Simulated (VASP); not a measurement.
# Ca3C5 (F-43m) in VASP: further runs

Runs on Ca3C5. Level: PBE. Tasks: single point.

Everything below comes from runs of VASP 6.6.1. Logs are shortened: lines on timing, memory, paths and dates and some standing lists are left out, and cuts for length are marked.

### 1 The cell of the first run

Symmetry: F-43m, No. 216, cubic system. The conventional cell has a = 7.416 Å, b = 7.416 Å, c = 7.416 Å, α = 90.00°, β = 90.00°, γ = 90.00°. Ca (site symmetry -43m) has 8 C at 2.47 to 3.21 Å and 4 Ca at 3.21 Å within 3.3 Å. Ca (site symmetry -43m) has 20 C at 3.05 to 3.95 Å and 10 Ca at 3.21 to 3.71 Å within 4.0 Å. Ca (site symmetry -43m) has 8 Ca at 3.21 Å and 30 C at 3.33 to 4.18 Å within 4.2 Å. C (site symmetry 3m) has 1 C at 0.74 Å within 1.0 Å. Within 1.0 Å of C (site symmetry -43m) lie 4 C at 0.74 Å.

### 2 Single point, PBE

INCAR

```
SYSTEM = Ca3C5
  PREC = Accurate
  ENCUT = 520
  EDIFF = 1E-6
  ISMEAR = 0
  SIGMA = 0.1
  LREAL = .False.
  LASPH = .True.
  NELM = 80
  ALGO = Normal
  ISIF = 2
  LWAVE = .False.
  LCHARG = .False.
  GGA = PE
  NBANDS = 35
```

KPOINTS

```
regular mesh
0
Gamma
  4 4 4
  0 0 0
```

POSCAR

```
Ca3C5
1.0
    0.0000000000      3.7079023200      3.7079023200
    3.7079023200      0.0000000000      3.7079023200
    3.7079023200      3.7079023200      0.0000000000
Ca C
3 5
Direct
    0.7500000000      0.7500000000      0.7500000000
    0.2500000000      0.2500000000      0.2500000000
    0.0000000000      0.0000000000      0.0000000000
    0.5578561400      0.5578561400      0.5578561400
    0.5578561400      0.5578561400      0.3264315800
    0.5578561400      0.3264315800      0.5578561400
    0.3264315800      0.5578561400      0.5578561400
    0.5000000000      0.5000000000      0.5000000000
```

Potentials or basis: VASP PAW PBE potentials, release 64 (Ca_sv, C).

Started as:

```console
$ cat potpaw_PBE.64/Ca_sv/POTCAR potpaw_PBE.64/C/POTCAR > POTCAR
$ mpirun -np 1 vasp_std > vasp.out
```

OUTCAR:

```text
SYSTEM = Ca3C5
   PREC = Accurate
   ENCUT = 520
   EDIFF = 1E-6
   ISMEAR = 0
   LREAL = .False.
   LASPH = .True.
   NELM = 80
   ISIF = 2
   GGA = PE

 ion  position               nearest neighbor table
   1  0.750  0.750  0.750-   7 2.47   6 2.47   5 2.47   4 2.47
   2  0.250  0.250  0.250-
   3  0.000  0.000  0.000-
   4  0.558  0.558  0.558-   8 0.74   6 1.21   7 1.21   5 1.21   1 2.47
   5  0.558  0.558  0.326-   8 0.74   6 1.21   7 1.21   4 1.21   1 2.47
   6  0.558  0.326  0.558-   8 0.74   5 1.21   7 1.21   4 1.21   1 2.47
   7  0.326  0.558  0.558-   8 0.74   5 1.21   6 1.21   4 1.21   1 2.47
   8  0.500  0.500  0.500-   4 0.74   5 0.74   6 0.74   7 0.74

 -----------------------------------------------------------------------------
|                                                                             |
|           W    W    AA    RRRRR   N    N  II  N    N   GGGG   !!!           |
|           W    W   A  A   R    R  NN   N  II  NN   N  G    G  !!!           |
|           W    W  A    A  R    R  N N  N  II  N N  N  G       !!!           |
|           W WW W  AAAAAA  RRRRR   N  N N  II  N  N N  G  GGG   !            |
|           WW  WW  A    A  R   R   N   NN  II  N   NN  G    G                |
|           W    W  A    A  R    R  N    N  II  N    N   GGGG   !!!           |
|                                                                             |
|     The distance between some ions is very small. Please check the          |
|     nearest-neighbor list in the OUTCAR file.                               |
|     I HOPE YOU KNOW WHAT YOU ARE DOING!                                     |
|                                                                             |
 -----------------------------------------------------------------------------

  LATTYP: Found a face centered cubic cell.
 ALAT       =     7.4158046400

  Lattice vectors:

 A1 = (   0.0000000000,   3.7079023200,   3.7079023200)
 A2 = (   3.7079023200,   0.0000000000,   3.7079023200)
 A3 = (   3.7079023200,   3.7079023200,   0.0000000000)

Analysis of symmetry for initial positions (statically):
=====================================================================
 Subroutine PRICEL returns:
 Original cell was already a primitive cell.

 Routine SETGRP: Setting up the symmetry group for a
 face centered cubic supercell.

 Subroutine GETGRP returns: Found 24 space group operations
 (whereof 24 operations were pure point group operations)
 out of a pool of 48 trial point group operations.

The static configuration has the point symmetry T_d .

Analysis of symmetry for dynamics (positions and initial velocities):
=====================================================================
 Subroutine PRICEL returns:
 Original cell was already a primitive cell.

 Routine SETGRP: Setting up the symmetry group for a
 face centered cubic supercell.

 Subroutine GETGRP returns: Found 24 space group operations
 (whereof 24 operations were pure point group operations)
 out of a pool of 48 trial point group operations.

The dynamic configuration has the point symmetry T_d .

 Subroutine INISYM returns: Found 24 space group operations
 (whereof 24 operations are pure point group operations),
 and found     1 'primitive' translations

----------------------------------------------------------------------------------------

                                     Primitive cell

  volume of cell :     101.9565

  direct lattice vectors                    reciprocal lattice vectors
     0.000000000  3.707902320  3.707902320    -0.134847134  0.134847134  0.134847134
     3.707902320  0.000000000  3.707902320     0.134847134 -0.134847134  0.134847134
     3.707902320  3.707902320  0.000000000     0.134847134  0.134847134 -0.134847134

  length of vectors
     5.243765749  5.243765749  5.243765749     0.233562087  0.233562087  0.233562087

  position of ions in fractional coordinates (direct lattice)
     0.750000000  0.750000000  0.750000000
     0.250000000  0.250000000  0.250000000
     0.000000000  0.000000000  0.000000000
     0.557856140  0.557856140  0.557856140
     0.557856140  0.557856140  0.326431580
     0.557856140  0.326431580  0.557856140
     0.326431580  0.557856140  0.557856140
     0.500000000  0.500000000  0.500000000

  ion indices of the primitive-cell ions
   primitive index   ion index
                 1           1
                 2           2
                 3           3
                 4           4
                 5           5
                 6           6
                 7           7
                 8           8

----------------------------------------------------------------------------------------

 KPOINTS: regular mesh

Automatic generation of k-mesh.
 Grid dimensions read from file:
 generate k-points for:    4    4    4

 Generating k-lattice:

  Cartesian coordinates                     Fractional coordinates (reciprocal lattice)
    -0.033711783  0.033711783  0.033711783     0.250000000  0.000000000  0.000000000
     0.033711783 -0.033711783  0.033711783     0.000000000  0.250000000  0.000000000
     0.033711783  0.033711783 -0.033711783     0.000000000  0.000000000  0.250000000

  Length of vectors
     0.058390522  0.058390522  0.058390522

  Shift w.r.t. Gamma in fractional coordinates (k-lattice)
     0.000000000  0.000000000  0.000000000

 Subroutine IBZKPT returns following result:
 ===========================================

 Found      8 irreducible k-points:

 Following reciprocal coordinates:
            Coordinates               Weight
  0.000000  0.000000  0.000000      1.000000
  0.250000  0.000000  0.000000      8.000000
  0.500000  0.000000  0.000000      4.000000
  0.250000  0.250000  0.000000      6.000000
  0.500000  0.250000  0.000000     24.000000
 -0.250000  0.250000  0.000000     12.000000
  0.500000  0.500000  0.000000      3.000000
 -0.250000  0.500000  0.250000      6.000000
   k-points           NKPTS =      8   k-points in BZ     NKDIM =      8   number of bands    NBANDS=     35
   number of dos      NEDOS =    301   number of ions     NIONS =      8
   total plane-waves  NPLWV =  64000
   dimension x,y,z NGX =    40 NGY =   40 NGZ =   40
   dimension x,y,z NGXF=    80 NGYF=   80 NGZF=   80
   ions per type =               3   5
   NGX,Y,Z   is equivalent  to a cutoff of  12.68, 12.68, 12.68 a.u.
   NGXF,Y,Z  is equivalent  to a cutoff of  25.36, 25.36, 25.36 a.u.
 SYSTEM =  Ca3C5
   PREC   = accura    normal or accurate (medium, high low for compatibility)
   ISTART =      0    job   : 0-new  1-cont  2-samecut
   ICHARG =      2    charge: 1-file 2-atom 10-const
   ISPIN  =      1    spin polarized calculation?
   LNONCOLLINEAR =      F non collinear calculations
   LSORBIT =      F    spin-orbit coupling
   LASPH  =      T    aspherical Exc in radial PAW
   ENCUT  =  520.0 eV  38.22 Ry    6.18 a.u.   9.75  9.75  9.75*2*pi/ulx,y,z
   NELM   =     80;   NELMIN=  2; NELMDL= -5     # of ELM steps
   EDIFF  = 0.1E-05   stopping-criterion for ELM
   LREAL  =      F    real-space projection
   EDIFFG = 0.1E-04   stopping-criterion for IOM
   NSW    =      0    number of steps for IOM
   IBRION =     -1    ionic relax: 0-MD 1-quasi-New 2-CG
   NFREE  =      0    steps in history (QN), initial steepest desc. (CG)
   ISIF   =      2    stress and relaxation
   ISYM   =      2    0-nonsym 1-usesym 2-fastsym
   POTIM  = 0.5000    time-step for ionic-motion
   TEBEG  =    0.0;   TEEND  =   0.0 temperature during run
   PSTRESS=    0.0 pullay stress
   NELECT =      50.0000    total number of electrons
   NUPDOWN=      -1.0000    fix difference up-down
   EMIN   =  10.00;   EMAX   =-10.00  energy-range for DOS
   EFERMI =   0.00;   METHOD = LEGACY
   ISMEAR =     0;   SIGMA  =   0.10  broadening in eV -4-tet -1-fermi 0-gaus
   EFERMI_NEDOS =   21; number of points for ismear=-14 and -15
   IALGO  =     38    algorithm
   IMIX   =      4    mixing-type and parameters
     AMIX     =   0.40;   BMIX     =  1.00
     AMIX_MAG =   1.60;   BMIX_MAG =  1.00
  volume/ion in A,a.u.               =      12.74        86.00
  Fermi-wavevector in a.u.,A,eV,Ry     =   1.291001  2.439638 22.676604  1.666683
  Thomas-Fermi vector in A             =   2.422798
   LORBIT       =      0    0 simple, 1 ext, 2 COOP (PROOUT), +10 PAW based schemes
   GGA     = PE    functional components
   LHFCALC =     F    Hartree Fock is set to
   AEXX    =    0.0000 exact exchange contribution
   IVDW    =     0    specifies the selected vdW correction
   LEPSILON=     F    determine dielectric tensor
   LRPA    =     F    only Hartree local field effects (RPA)
 non-spin polarized calculation
 Gauss-broadening in eV      SIGMA  =   0.10
  energy-cutoff  :      520.00
  volume of cell :      101.96
 maximum number of plane-waves:      2778
 NGX is ok and might be reduce to    40
   NGX = 19   NGY = 19   NGZ = 19

 number of electron      49.9999996 magnetization

 Free energy of the ion-electron system (eV)
  ---------------------------------------------------
  ext. energy  EPLUGINS =         0.00000000
  ---------------------------------------------------
  free energy    TOTEN  =       125.05165686 eV

  energy without entropy =      125.06563009  energy(sigma->0) =      125.05864347

 E-fermi :   6.4382     XC(G=0): -10.2358

 val. band max:        6.3132253153   @ k =   0.5000   0.2500   0.0000
 cond. band min:       6.4772010006   @ k =   0.2500   0.2500   0.0000
 fundamental gap:      0.1639756853
 Fermi energy:         6.4381608178

 k-point     1 :       0.0000    0.0000    0.0000
  band No.  band energies     occupation
      1     -35.7592      2.00000
      2     -35.2774      2.00000
      3     -33.8808      2.00000
      4     -27.1698      2.00000
      5     -23.6979      2.00000
      6     -23.6979      2.00000
[... 27 lines left out ...]
     34       9.8485      0.00000
     35      10.4611      0.00000
[... 235 lines left out ...]
      5     -23.6996      2.00000
      6     -23.6993      2.00000
[... 27 lines left out ...]
     34       9.1088      0.00000
     35       9.3814      0.00000

------------------------ aborting loop because EDIFF is reached ----------------------------------------

  FORCE on cell =-STRESS in cart. coord.  units (eV):
  Direction    XX          YY          ZZ          XY          YZ          ZX
  --------------------------------------------------------------------------------------
  -------------------------------------------------------------------------------------
  Total      233.3490826    233.3490826    233.3490826      0.0000000      0.0000000      0.0000000
  in kB     3666.9233374   3666.9233374   3666.9233374      0.0000000      0.0000000      0.0000000
  external PRESSURE =    3666.9233374 kB  Pullay stress =       0.0000000 kB

 VOLUME and BASIS-vectors are now :
 -----------------------------------------------------------------------------
  energy-cutoff  :      520.00
  volume of cell :      101.96
      direct lattice vectors                 reciprocal lattice vectors
     0.000000000  3.707902320  3.707902320    -0.134847134  0.134847134  0.134847134
     3.707902320  0.000000000  3.707902320     0.134847134 -0.134847134  0.134847134
     3.707902320  3.707902320  0.000000000     0.134847134  0.134847134 -0.134847134

 POSITION                                       TOTAL-FORCE (eV/Angst)
 -----------------------------------------------------------------------------------
      5.56185      5.56185      5.56185         0.000000      0.000000      0.000000
      1.85395      1.85395      1.85395         0.000000      0.000000      0.000000
      0.00000      0.00000      0.00000         0.000000      0.000000      0.000000
      4.13695      4.13695      4.13695       131.497606    131.497606    131.497606
      3.27885      3.27885      4.13695      -131.497606   -131.497606    131.497606
      3.27885      4.13695      3.27885      -131.497606    131.497606   -131.497606
      4.13695      3.27885      3.27885       131.497606   -131.497606   -131.497606
      3.70790      3.70790      3.70790         0.000000      0.000000      0.000000
 -----------------------------------------------------------------------------------
    total drift:                                0.000000      0.000000      0.000001

  FREE ENERGIE OF THE ION-ELECTRON SYSTEM (eV)
  ---------------------------------------------------
  free  energy   TOTEN  =       125.0516568576 eV

  energy  without entropy=      125.0656300858  energy(sigma->0) =      125.05864347
```

Run time: 61 s. Hardware: 1 thread of AMD EPYC 7R43 (Zen 3), shared host; peak memory 0.2 GiB.

What came out:

| Property | Result |
| --- | --- |
| Free energy | 125.0517 eV |
| Pressure | 366.7 GPa |
| Largest force | 227.761 eV/Å |
| Band gap on the k mesh | zero (band 25 reaches 6.61 eV, above the bottom of band 26 at 6.04 eV) |

Forces in eV/Å, atoms in the order of the input:
```
Ca     0.000    0.000    0.000
Ca     0.000    0.000    0.000
Ca     0.000    0.000    0.000
C    131.498  131.498  131.498
C   -131.498 -131.498  131.498
C   -131.498  131.498 -131.498
C    131.498 -131.498 -131.498
C      0.000    0.000    0.000
```

Caveat: the k points lie up to 0.37 Å⁻¹ apart; forces of over 1 eV/Å act on the atoms, so gaps and moduli don't describe the material at rest.

### 3 Single point, PBE

This run uses another cell than the first one, of 19.58 Å³/atom, 1.536 times its volume.

INCAR

```
PREC = Accurate ; ENCUT = 520
EDIFF = 1E-6 ; ISMEAR = 0
SIGMA = 0.1 ; LREAL = False
LASPH = True ; NELM = 80
ALGO = Normal ; ISIF = 2
LWAVE = False ; LCHARG = False
GGA = PE ; NBANDS = 35
```

KPOINTS

```
regular mesh
0
Gamma
  4 4 4
```

POSCAR

```
Ca3C5
1.0
    0.0000000000      4.2782099802      4.2782099802
    4.2782099802      0.0000000000      4.2782099802
    4.2782099802      4.2782099802      0.0000000000
Ca C
3 5
Direct
    0.7500000000      0.7500000000      0.7500000000
    0.2500000000      0.2500000000      0.2500000000
    0.0000000000      0.0000000000      0.0000000000
    0.5963164580      0.5963164580      0.5963164580
    0.5963164580      0.5963164580      0.2110506261
    0.5963164580      0.2110506261      0.5963164580
    0.2110506261      0.5963164580      0.5963164580
    0.5000000000      0.5000000000      0.5000000000
```

Potentials or basis: VASP PAW PBE potentials, release 64 (Ca_sv, C).

Started as:

```console
$ cat potpaw_PBE.64/Ca_sv/POTCAR potpaw_PBE.64/C/POTCAR > POTCAR
$ mpirun -np 1 vasp_std > vasp.out
```

It took 1.9 min on 1 thread of AMD EPYC 7R43 (Zen 3), shared host; peak memory 0.28 GiB.

The run converged. Its results:

| Property | Result |
| --- | --- |
| Free energy | -41.9773 eV |
| Pressure | 0.5 GPa |
| Largest force | 0.018 eV/Å |
| Band gap on the k mesh | 0.63 eV, indirect (least direct gap 0.65 eV) |

Forces in eV/Å, atoms in the order of the input:
```
Ca   0.000  0.000  0.000
Ca   0.000  0.000  0.000
Ca   0.000  0.000  0.000
C    0.011  0.011  0.011
C   -0.011 -0.011  0.011
C   -0.011  0.011 -0.011
C    0.011 -0.011 -0.011
C    0.000  0.000  0.000
```

Levels at points of the mesh, in eV from the valence-band top:
```csv
k point,band 21,band 22,band 23,band 24,band 25,band 26,band 27,band 28,band 29,band 30
"(0.00, 0.00, 0.00)",-1.75,-1.75,-0.30,-0.30,-0.30,0.71,1.95,1.95,1.95,2.56
"(0.50, 0.00, 0.00)",-1.68,-1.45,-1.45,-0.16,-0.16,0.78,0.78,1.25,2.59,2.62
"(0.50, 0.50, 0.00)",-2.18,-1.46,-0.93,-0.13,-0.13,0.63,1.53,1.53,1.95,1.95
```
